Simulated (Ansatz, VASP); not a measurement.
## One calculation of TiO2, two programs

INCAR

```
PREC = Accurate
ENCUT = 520
EDIFF = 1E-6
ISMEAR = 0
SIGMA = 0.05
LREAL = False
LASPH = True
NELM = 60
ALGO = Normal
ISIF = 2
LWAVE = False
LCHARG = False
GGA = PE
NBANDS = 33
```

KPOINTS

```
regular mesh
0
Gamma
  10 10 10
```

The input POSCAR:

```
TiO2
1.0
   -1.8711171002      1.8711171002      4.9939018570
    1.8711171002     -1.8711171002      4.9939018570
    1.8711171002      1.8711171002     -4.9939018570
Ti O
2 4
Direct
    0.0000000000      0.0000000000      0.0000000000
    0.7500000000      0.2500000000      0.5000000000
    0.2065067269      0.2065067269      0.0000000000
    0.9565067269      0.4565067269      0.5000000000
    0.5434932731      0.0434932731      0.5000000000
    0.7934932731      0.7934932731      0.0000000000
```

Input for Ansatz:

```yaml
crystal:
  lattice:
    - [-1.8711171002, 1.8711171002, 4.993901857]
    - [1.8711171002, -1.8711171002, 4.993901857]
    - [1.8711171002, 1.8711171002, -4.993901857]
  atoms:
    - { symbol: Ti, position: [0.0, 0.0, 0.0] }
    - { symbol: Ti, position: [0.75, 0.25, 0.5] }
    - { symbol: O, position: [0.2065067269, 0.2065067269, 0.0] }
    - { symbol: O, position: [0.9565067269, 0.4565067269, 0.5] }
    - { symbol: O, position: [0.5434932731, 0.0434932731, 0.5] }
    - { symbol: O, position: [0.7934932731, 0.7934932731, 0.0] }
basis:
  ecutwfc: 420
kpoints:
  mp_grid: { grid: [10, 10, 10] }
hamiltonian:
  xc: pbe
scf:
  occupations: { method: gaussian, width: 0.05 }
output:
  forces: true
  stress: true
  eigenvalues: true
```

Change from the starting cell: strain -0.015 along x and y, +0.030 along z, atoms carried along.

Alike in both runs: task single point; functional PBE; k mesh 10 × 10 × 10; occupations gaussian, width 0.05 eV; no spin polarisation.

|  | VASP | Ansatz |
| --- | --- | --- |
| version | VASP 6.6.1 | Ansatz 0.2.0 |
| potentials or method | VASP PAW PBE potentials, release 64 (Ti_sv, O), cutoff 520 eV | scalar-relativistic, plane waves, PAW |
| valence electrons in the cell | 48 | 48 |

```csv
,VASP,Ansatz,Ansatz less VASP
gap on the k mesh at the Fermi level (eV),2.16,2.18,+0.022
least direct gap on the mesh (eV),2.51,2.53,+0.019
pressure (GPa),1.2,0.5,-0.67
"traceless stress, the component that is largest in VASP (GPa)",-5.94,-5.80,+0.139
rms of the force components (eV/Å),0.209,0.210,+0.0018
```

Atom by atom the forces differ by 0.002 eV/Å (rms over components). The functional is the same, so the differences come from potentials, cutoffs and numerics.
